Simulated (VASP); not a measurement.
Set up this calculation in VASP 6.6.1, as the native input.

| Property | Result |
| --- | --- |
| Task | single point |
| Functional | PBE |
| Potentials or basis | VASP PAW PBE potentials, release 64 (In_d, Bi_d, O) |
| Cutoff | 520 eV |
| k mesh | 6 × 4 × 4 |
| Occupations | gaussian, width 0.1 eV |
| Spin | no spin polarisation |
| Dipole correction | no |
| Further INCAR settings | ALGO = Normal; EDIFF = 1e-06; NBANDS = 24 |

The structure of InBiO lies in POSCAR:

```
InBiO
1.0
    2.8331442800      0.0000000000      0.0000000000
    0.0000000000      4.8003970800      0.0000000000
    0.0000000000      0.0000000000      5.1669269300
In Bi O
1 1 1
Direct
    0.5000000000      0.5000000000      0.0000000000
    0.0000000000      0.0000000000      0.0000000000
    0.0000000000      0.0000000000      0.5000000000
```

The cell was built from a structure type or drawn by symmetry, and may not be a known phase.

One way to write it, as run:

INCAR

```
SYSTEM = InBiO
ALGO = Normal
EDIFF = 1E-6
ENCUT = 520
GGA = PE
ISIF = 2
ISMEAR = 0
LASPH = .TRUE.
LCHARG = .FALSE.
LREAL = .FALSE.
LWAVE = .FALSE.
NBANDS = 24
NELM = 60
PREC = Accurate
SIGMA = 0.1
```

KPOINTS

```
k-points
0
G
  6 4 4
  0 0 0
```

Potentials or basis: VASP PAW PBE potentials, release 64 (In_d, Bi_d, O).

Run with:

```sh
$ cat potpaw_PBE.64/In_d/POTCAR potpaw_PBE.64/Bi_d/POTCAR potpaw_PBE.64/O/POTCAR > POTCAR
$ mpirun -np 1 vasp_std > vasp.out
```

It gave:

```json
{
  "Pressure": "18.2 GPa",
  "Band gap on the k mesh": "zero (bands 17 and 18 overlap by 1.85 eV)"
}
```

Caveat: the k points lie up to 0.37 Å⁻¹ apart, too coarse for converged energies and pressures of a metal; spin-orbit coupling is left out, which moves the levels of the heavy elements.

It took 34 s on 1 thread of AMD EPYC 9R45 96-Core Processor (Zen 5) (shared host), peak memory 0.18 GiB.
